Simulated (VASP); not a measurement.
# Bi (R-3m) in VASP: notebook

The runs below take Bi through single point, with revPBE.

Everything below comes from runs of VASP 6.6.1. Logs are shortened: lines on timing, memory, paths and dates and some standing lists are left out, and cuts for length are marked.

### Step 1. The cell of the first run

The structure is trigonal, space group R-3m (No. 166). The conventional cell has a = 4.721 Å, b = 4.721 Å, c = 12.816 Å, α = 90.00°, β = 90.00°, γ = 120.00°. Within 4.2 Å of Bi (site symmetry 3m) lie 6 Bi at 3.20 to 3.77 Å.

### Step 2. Single point, revPBE (41.24 Å³/atom)

INCAR reads:

```
PREC = Accurate
ENCUT = 520
EDIFF = 1E-7
ISMEAR = -1
SIGMA = 0.1
LREAL = F
LASPH = T
NELM = 100
ALGO = Normal
ISIF = 2
LWAVE = F
LCHARG = T
GGA = RE
LELF = T
LVHAR = T
NBANDS = 22
```

KPOINTS reads:

```
Automatic mesh
0
Gamma
  14 14 14
```

POSCAR reads:

```
Bi
1.0
    2.3606965419      1.3629487839      4.2721566761
   -2.3606965419      1.3629487839      4.2721566761
    0.0000000000     -2.7258975678      4.2721566760
Bi
2
Direct
    0.2318384145      0.2318384145      0.2318384145
    0.7681615855      0.7681615855      0.7681615855
```

Potentials or basis: VASP PAW PBE potentials, release 64 (Bi_d).

Launch:

```console
$ cat potpaw_PBE.64/Bi_d/POTCAR > POTCAR
$ mpirun -np 1 vasp_std > vasp.out
```

OUTCAR:

```text
PREC = Accurate
   ENCUT = 520
   EDIFF = 1E-7
   ISMEAR = -1
   LREAL = F
   LASPH = T
   NELM = 100
   ISIF = 2
   GGA = RE

 ion  position               nearest neighbor table
   1  0.232  0.232  0.232-   2 3.20   2 3.20   2 3.20   2 3.77   2 3.77   2 3.77
   2  0.768  0.768  0.768-   1 3.20   1 3.20   1 3.20   1 3.77   1 3.77   1 3.77

  LATTYP: Found a trigonal (rhomboedric) cell.
 ALAT       =     5.0677253493
 COS(alpha) =     0.5660055420

  Lattice vectors:

 A1 = (   2.3606965419,   1.3629487839,   4.2721566761)
 A2 = (  -2.3606965419,   1.3629487839,   4.2721566761)
 A3 = (   0.0000000000,  -2.7258975678,   4.2721566760)

Analysis of symmetry for initial positions (statically):
=====================================================================
 Subroutine PRICEL returns:
 Original cell was already a primitive cell.

 Routine SETGRP: Setting up the symmetry group for a
 trigonal (rhombohedral) supercell.

 Subroutine GETGRP returns: Found 12 space group operations
 (whereof 12 operations were pure point group operations)
 out of a pool of 12 trial point group operations.

The static configuration has the point symmetry D_3d.

Analysis of symmetry for dynamics (positions and initial velocities):
=====================================================================
 Subroutine PRICEL returns:
 Original cell was already a primitive cell.

 Routine SETGRP: Setting up the symmetry group for a
 trigonal (rhombohedral) supercell.

 Subroutine GETGRP returns: Found 12 space group operations
 (whereof 12 operations were pure point group operations)
 out of a pool of 12 trial point group operations.

The dynamic configuration has the point symmetry D_3d.

 Subroutine INISYM returns: Found 12 space group operations
 (whereof 12 operations are pure point group operations),
 and found     1 'primitive' translations

----------------------------------------------------------------------------------------

                                     Primitive cell

  volume of cell :      82.4742

  direct lattice vectors                    reciprocal lattice vectors
     2.360696542  1.362948784  4.272156676     0.211801895  0.122283881  0.078024604
    -2.360696542  1.362948784  4.272156676    -0.211801895  0.122283881  0.078024604
     0.000000000 -2.725897568  4.272156676     0.000000000 -0.244567762  0.078024604

  length of vectors
     5.067725349  5.067725349  5.067725349     0.256712347  0.256712347  0.256712347

  position of ions in fractional coordinates (direct lattice)
     0.231838414  0.231838414  0.231838414
     0.768161586  0.768161586  0.768161586

  ion indices of the primitive-cell ions
   primitive index   ion index
                 1           1
                 2           2

----------------------------------------------------------------------------------------

 KPOINTS: Automatic mesh

Automatic generation of k-mesh.
 Grid dimensions read from file:
 generate k-points for:   14   14   14

 Generating k-lattice:

  Cartesian coordinates                     Fractional coordinates (reciprocal lattice)
     0.015128707  0.008734563  0.005573186     0.071428571  0.000000000 -0.000000000
    -0.015128707  0.008734563  0.005573186     0.000000000  0.071428571 -0.000000000
     0.000000000 -0.017469126  0.005573186    -0.000000000 -0.000000000  0.071428571

  Length of vectors
     0.018336596  0.018336596  0.018336596

  Shift w.r.t. Gamma in fractional coordinates (k-lattice)
     0.000000000  0.000000000  0.000000000

 Subroutine IBZKPT returns following result:
 ===========================================

 Found    288 irreducible k-points:

 Following reciprocal coordinates:
            Coordinates               Weight
  0.000000  0.000000  0.000000      1.000000
  0.071429 -0.000000  0.000000      6.000000
  0.142857  0.000000  0.000000      6.000000
  0.214286  0.000000  0.000000      6.000000
  0.285714  0.000000  0.000000      6.000000
  0.357143 -0.000000  0.000000      6.000000
[... 16 lines left out ...]
  0.214286  0.142857 -0.000000     12.000000
  0.285714  0.142857  0.000000     12.000000
 [... further k-points ...]
   k-points           NKPTS =    288   k-points in BZ     NKDIM =    288   number of bands    NBANDS=     22
   number of dos      NEDOS =    301   number of ions     NIONS =      2
   total plane-waves  NPLWV =  64000
   dimension x,y,z NGX =    40 NGY =   40 NGZ =   40
   dimension x,y,z NGXF=    80 NGYF=   80 NGZF=   80
   ions per type =               2
   NGX,Y,Z   is equivalent  to a cutoff of  13.12, 13.12, 13.12 a.u.
   NGXF,Y,Z  is equivalent  to a cutoff of  26.24, 26.24, 26.24 a.u.
 SYSTEM =  unknown system
   PREC   = accura    normal or accurate (medium, high low for compatibility)
   ISTART =      0    job   : 0-new  1-cont  2-samecut
   ICHARG =      2    charge: 1-file 2-atom 10-const
   ISPIN  =      1    spin polarized calculation?
   LNONCOLLINEAR =      F non collinear calculations
   LSORBIT =      F    spin-orbit coupling
   LASPH  =      T    aspherical Exc in radial PAW
   ENCUT  =  520.0 eV  38.22 Ry    6.18 a.u.   9.42  9.42  9.42*2*pi/ulx,y,z
   NELM   =    100;   NELMIN=  2; NELMDL= -5     # of ELM steps
   EDIFF  = 0.1E-06   stopping-criterion for ELM
   LREAL  =      F    real-space projection
   EDIFFG = 0.1E-05   stopping-criterion for IOM
   NSW    =      0    number of steps for IOM
   IBRION =     -1    ionic relax: 0-MD 1-quasi-New 2-CG
   NFREE  =      0    steps in history (QN), initial steepest desc. (CG)
   ISIF   =      2    stress and relaxation
   ISYM   =      2    0-nonsym 1-usesym 2-fastsym
   POTIM  = 0.5000    time-step for ionic-motion
   TEBEG  =    0.0;   TEEND  =   0.0 temperature during run
   PSTRESS=    0.0 pullay stress
   NELECT =      30.0000    total number of electrons
   NUPDOWN=      -1.0000    fix difference up-down
   EMIN   =  10.00;   EMAX   =-10.00  energy-range for DOS
   EFERMI =   0.00;   METHOD = LEGACY
   ISMEAR =    -1;   SIGMA  =   0.10  broadening in eV -4-tet -1-fermi 0-gaus
   EFERMI_NEDOS =   21; number of points for ismear=-14 and -15
   IALGO  =     38    algorithm
   IMIX   =      4    mixing-type and parameters
     AMIX     =   0.40;   BMIX     =  1.00
     AMIX_MAG =   1.60;   BMIX_MAG =  1.00
  volume/ion in A,a.u.               =      41.24       278.28
  Fermi-wavevector in a.u.,A,eV,Ry     =   1.168627  2.208385 18.581324  1.365689
  Thomas-Fermi vector in A             =   2.305111
   LORBIT       =      0    0 simple, 1 ext, 2 COOP (PROOUT), +10 PAW based schemes
   GGA     = RE    functional components
   LHFCALC =     F    Hartree Fock is set to
   AEXX    =    0.0000 exact exchange contribution
   IVDW    =     0    specifies the selected vdW correction
   LEPSILON=     F    determine dielectric tensor
   LRPA    =     F    only Hartree local field effects (RPA)
 non-spin polarized calculation
  energy-cutoff  :      520.00
  volume of cell :       82.47
 maximum number of plane-waves:      2242
 NGX is ok and might be reduce to    40
   NGX = 19   NGY = 19   NGZ = 19

 number of electron      29.9999996 magnetization

 Free energy of the ion-electron system (eV)
  ---------------------------------------------------
  ext. energy  EPLUGINS =         0.00000000
  ---------------------------------------------------
  free energy    TOTEN  =        -7.10249497 eV

  energy without entropy =       -7.09047084  energy(sigma->0) =       -7.09648290

 E-fermi :   4.8304     XC(G=0):  -8.7073

 val. band max:        4.7939584488   @ k =  -0.4286   0.5000   0.4286
 cond. band min:       4.8883282488   @ k =   0.5000   0.0714   0.0714
 fundamental gap:      0.0943698000
 Fermi energy:         4.8304458480

 k-point     1 :       0.0000    0.0000    0.0000
  band No.  band energies     occupation
      1     -18.0069      2.00000
      2     -18.0069      2.00000
      3     -17.9120      2.00000
      4     -17.9120      2.00000
      5     -17.9007      2.00000
      6     -17.7985      2.00000
[... 14 lines left out ...]
     21      10.7058      0.00000
     22      10.7058      0.00000

 k-point     2 :       0.0714   -0.0000    0.0000
  band No.  band energies     occupation
      1     -18.0049      2.00000
      2     -18.0038      2.00000
      3     -17.9111      2.00000
      4     -17.9102      2.00000
      5     -17.8993      2.00000
      6     -17.7997      2.00000
[... 14 lines left out ...]
     21      10.7339      0.00000
     22      10.7424      0.00000

 k-point     3 :       0.1429    0.0000    0.0000
  band No.  band energies     occupation
      1     -17.9993      2.00000
      2     -17.9949      2.00000
      3     -17.9089      2.00000
      4     -17.9051      2.00000
      5     -17.8949      2.00000
      6     -17.8039      2.00000
[... 14 lines left out ...]
     21      10.8899      0.00000
     22      11.5482      0.00000

 k-point     4 :       0.2143    0.0000    0.0000
  band No.  band energies     occupation
      1     -17.9906      2.00000
      2     -17.9806      2.00000
      3     -17.9060      2.00000
      4     -17.8968      2.00000
      5     -17.8872      2.00000
      6     -17.8115      2.00000
[... 14 lines left out ...]
     21      11.2422      0.00000
     22      12.6181      0.00000

 k-point     5 :       0.2857    0.0000    0.0000
  band No.  band energies     occupation
      1     -17.9802      2.00000
      2     -17.9617      2.00000
      3     -17.9031      2.00000
      4     -17.8863      2.00000
      5     -17.8767      2.00000
      6     -17.8225      2.00000
[... 417 lines left out ...]
 k-point    22 :       0.1429    0.1429    0.0000
  band No.  band energies     occupation
      1     -18.0055      2.00000
      2     -17.9850      2.00000
      3     -17.9114      2.00000
      4     -17.9024      2.00000
      5     -17.8931      2.00000
      6     -17.8054      2.00000
[... 14 lines left out ...]
     21      10.9876      0.00000
     22      11.3348      0.00000

 k-point    23 :       0.2143    0.1429   -0.0000
  band No.  band energies     occupation
      1     -18.0024      2.00000
      2     -17.9733      2.00000
      3     -17.9100      2.00000
      4     -17.8980      2.00000
      5     -17.8873      2.00000
      6     -17.8109      2.00000
[... 14 lines left out ...]
     21      11.3608      0.00000
     22      11.7536      0.00000

 k-point    24 :       0.2857    0.1429    0.0000
  band No.  band energies     occupation
      1     -17.9951      2.00000
      2     -17.9589      2.00000
      3     -17.9053      2.00000
      4     -17.8946      2.00000
      5     -17.8779      2.00000
      6     -17.8201      2.00000
[... 14 lines left out ...]
     21      11.9686      0.00000
     22      12.4964      0.00000

 [... further k-points ...]

------------------------ aborting loop because EDIFF is reached ----------------------------------------

  FORCE on cell =-STRESS in cart. coord.  units (eV):
  Direction    XX          YY          ZZ          XY          YZ          ZX
  --------------------------------------------------------------------------------------
  -------------------------------------------------------------------------------------
  Total       -1.3877972     -1.3877972     -1.0773481      0.0000000     -0.0000000      0.0000000
  in kB      -26.9599109    -26.9599109    -20.9290017      0.0000000     -0.0000000      0.0000000
  external PRESSURE =     -24.9496078 kB  Pullay stress =       0.0000000 kB

 VOLUME and BASIS-vectors are now :
 -----------------------------------------------------------------------------
  energy-cutoff  :      520.00
  volume of cell :       82.47
      direct lattice vectors                 reciprocal lattice vectors
     2.360696542  1.362948784  4.272156676     0.211801895  0.122283881  0.078024604
    -2.360696542  1.362948784  4.272156676    -0.211801895  0.122283881  0.078024604
     0.000000000 -2.725897568  4.272156676     0.000000000 -0.244567762  0.078024604

 POSITION                                       TOTAL-FORCE (eV/Angst)
 -----------------------------------------------------------------------------------
      0.00000      0.00000      2.97135         0.000000     -0.000000     -0.328323
      0.00000      0.00000      9.84512         0.000000      0.000000      0.328323
 -----------------------------------------------------------------------------------
    total drift:                                0.000000     -0.000000     -0.000000

  FREE ENERGIE OF THE ION-ELECTRON SYSTEM (eV)
  ---------------------------------------------------
  free  energy   TOTEN  =        -7.1024949677 eV

  energy  without entropy=       -7.0904708402  energy(sigma->0) =       -7.09648290
```

It took 12 min on 1 thread of Oxide Virtual Turin-like, shared host; peak memory 0.5 GiB.

Results:

| Quantity | Value |
| --- | --- |
| Free energy | -7.1025 eV |
| Pressure | -2.5 GPa |
| Largest force | 0.328 eV/Å |
| Band gap on the k mesh | zero (bands 15 and 16 overlap by 0.15 eV) |

Forces in eV/Å, atoms in the order of the input:
```
Bi   0.000  0.000 -0.328
Bi   0.000  0.000  0.328
```

Stress tensor (GPa, compression positive):
```
-2.70  0.00  0.00
 0.00 -2.70  0.00
 0.00  0.00 -2.09
```

Levels at points of the mesh, in eV from the Fermi level:
| k point | band 11 | band 12 | band 13 | band 14 | band 15 | band 16 | band 17 | band 18 | band 19 | band 20 |
| --- | --- | --- | --- | --- | --- | --- | --- | --- | --- | --- |
| (0.00, 0.00, 0.00) | -12.29 | -8.08 | -1.40 | -1.00 | -1.00 | 2.05 | 2.52 | 2.52 | 5.34 | 5.60 |
| (0.50, 0.00, 0.00) | -10.80 | -10.17 | -1.49 | -1.16 | -0.44 | -0.19 | 0.58 | 1.16 | 6.98 | 7.67 |
| (0.50, 0.50, 0.00) | -10.91 | -9.54 | -3.89 | -2.56 | -2.37 | 2.39 | 4.04 | 4.90 | 5.37 | 8.12 |
| (0.50, 0.50, 0.50) | -11.48 | -9.59 | -0.94 | -0.55 | -0.55 | 0.62 | 0.86 | 0.86 | 6.44 | 8.52 |

Caveat: the PAW data sets were made with another functional, which shifts forces and pressure a little; spin-orbit coupling is left out, which moves the levels of the heavy elements.

### Step 3. Single point, revPBE

This run uses another cell than the first one, of 38.18 Å³/atom.

INCAR reads:

```
ALGO = Normal
EDIFF = 1E-6
ENCUT = 520
GGA = RE
ISIF = 2
ISMEAR = -1
LASPH = True
LCHARG = False
LREAL = False
LWAVE = False
NBANDS = 22
NELM = 60
PREC = Accurate
SIGMA = 0.1
```

KPOINTS reads:

```
k-points
0
Gamma
  14 14 14
```

POSCAR reads:

```
Bi
1.0
    2.3009061876      1.3284288068      4.1639539671
   -2.3009061876      1.3284288068      4.1639539671
    0.0000000000     -2.6568576136      4.1639539671
Bi
2
Direct
    0.2318384145      0.2318384145      0.2318384145
    0.7681615855      0.7681615855      0.7681615855
```

Potentials or basis: VASP PAW PBE potentials, release 64 (Bi_d).

Launch:

```console
$ cat potpaw_PBE.64/Bi_d/POTCAR > POTCAR
$ mpirun -np 1 vasp_std > vasp.out
```

OUTCAR:

```text
EDIFF = 1E-6
   ENCUT = 520
   GGA = RE
   ISIF = 2
   ISMEAR = -1
   LASPH = True
   LREAL = False
   NELM = 60
   PREC = Accurate

 ion  position               nearest neighbor table
   1  0.232  0.232  0.232-   2 3.12   2 3.12   2 3.12   2 3.67   2 3.67   2 3.67
   2  0.768  0.768  0.768-   1 3.12   1 3.12   1 3.12   1 3.67   1 3.67   1 3.67

  LATTYP: Found a trigonal (rhomboedric) cell.
 ALAT       =     4.9393729378
 COS(alpha) =     0.5660055420

  Lattice vectors:

 A1 = (   2.3009061876,   1.3284288068,   4.1639539671)
 A2 = (  -2.3009061876,   1.3284288068,   4.1639539671)
 A3 = (   0.0000000000,  -2.6568576136,   4.1639539671)

Analysis of symmetry for initial positions (statically):
=====================================================================
 Subroutine PRICEL returns:
 Original cell was already a primitive cell.

 Routine SETGRP: Setting up the symmetry group for a
 trigonal (rhombohedral) supercell.

 Subroutine GETGRP returns: Found 12 space group operations
 (whereof 12 operations were pure point group operations)
[... 159 lines left out ...]
  ---------------------------------------------------
  free energy    TOTEN  =        -7.15140732 eV

  energy without entropy =       -7.14026402  energy(sigma->0) =       -7.14583567

 E-fermi :   5.6356     XC(G=0):  -9.0552

 val. band max:        5.6134780872   @ k =  -0.4286   0.5000   0.4286
 cond. band min:       5.6967023684   @ k =   0.5000   0.0714   0.0714
 fundamental gap:      0.0832242812
 Fermi energy:         5.6355563714

 k-point     1 :       0.0000    0.0000    0.0000
  band No.  band energies     occupation
      1     -17.3183      2.00000
      2     -17.3183      2.00000
      3     -17.1965      2.00000
      4     -17.1965      2.00000
      5     -17.1819      2.00000
      6     -17.0480      2.00000
[... 589 lines left out ...]
     21      12.9292      0.00000
     22      13.6200      0.00000

 [... further k-points ...]

------------------------ aborting loop because EDIFF is reached ----------------------------------------

  FORCE on cell =-STRESS in cart. coord.  units (eV):
  Direction    XX          YY          ZZ          XY          YZ          ZX
  --------------------------------------------------------------------------------------
  -------------------------------------------------------------------------------------
  Total       -0.0174277     -0.0174277      0.0310650     -0.0000000      0.0000000      0.0000000
  in kB       -0.3656432     -0.3656432      0.6517606     -0.0000000      0.0000000      0.0000000
  external PRESSURE =      -0.0265086 kB  Pullay stress =       0.0000000 kB

 VOLUME and BASIS-vectors are now :
 -----------------------------------------------------------------------------
  energy-cutoff  :      520.00
  volume of cell :       76.37
      direct lattice vectors                 reciprocal lattice vectors
     2.300906188  1.328428807  4.163953967     0.217305687  0.125461497  0.080052118
    -2.300906188  1.328428807  4.163953967    -0.217305687  0.125461497  0.080052118
     0.000000000 -2.656857614  4.163953967     0.000000000 -0.250922994  0.080052118

 POSITION                                       TOTAL-FORCE (eV/Angst)
 -----------------------------------------------------------------------------------
      0.00000      0.00000      2.89609         0.000000     -0.000000      0.006237
      0.00000      0.00000      9.59577         0.000000      0.000000     -0.006237
 -----------------------------------------------------------------------------------
    total drift:                                0.000000     -0.000000     -0.000000

  FREE ENERGIE OF THE ION-ELECTRON SYSTEM (eV)
  ---------------------------------------------------
  free  energy   TOTEN  =        -7.1514073184 eV

  energy  without entropy=       -7.1402640234  energy(sigma->0) =       -7.14583567
```

Wall time 9.5 min (1 thread of Oxide Virtual Turin-like, shared host); peak memory 0.47 GiB.

Results:

- Free energy: -7.1514 eV
- Pressure: 0.0 GPa
- Largest force: 0.006 eV/Å
- Band gap on the k mesh: zero (bands 15 and 16 overlap by 0.23 eV)

Forces in eV/Å, atoms in the order of the input:
```
Bi   0.000  0.000  0.006
Bi   0.000  0.000 -0.006
```

Stress tensor (GPa, compression positive):
```
-0.04  0.00  0.00
 0.00 -0.04  0.00
 0.00  0.00  0.07
```

Levels at points of the mesh, in eV from the Fermi level:
```
           k point  band 13  band 14  band 15  band 16  band 17  band 18
(0.00, 0.00, 0.00)    -1.58    -1.11    -1.11     2.12     2.66     2.66
(0.50, 0.00, 0.00)    -1.62    -1.30    -0.43    -0.25     0.52     1.16
(0.50, 0.50, 0.00)    -4.30    -2.85    -2.63     2.30     4.40     5.16
(0.50, 0.50, 0.50)    -0.97    -0.63    -0.63     0.75     0.84     0.84
```

Caveat: the PAW data sets were made with another functional, which shifts forces and pressure a little; spin-orbit coupling is left out, which moves the levels of the heavy elements.

[end of part 1 of 2]

The gap in the log of VASP goes by the Fermi energy; the results here count the filled bands.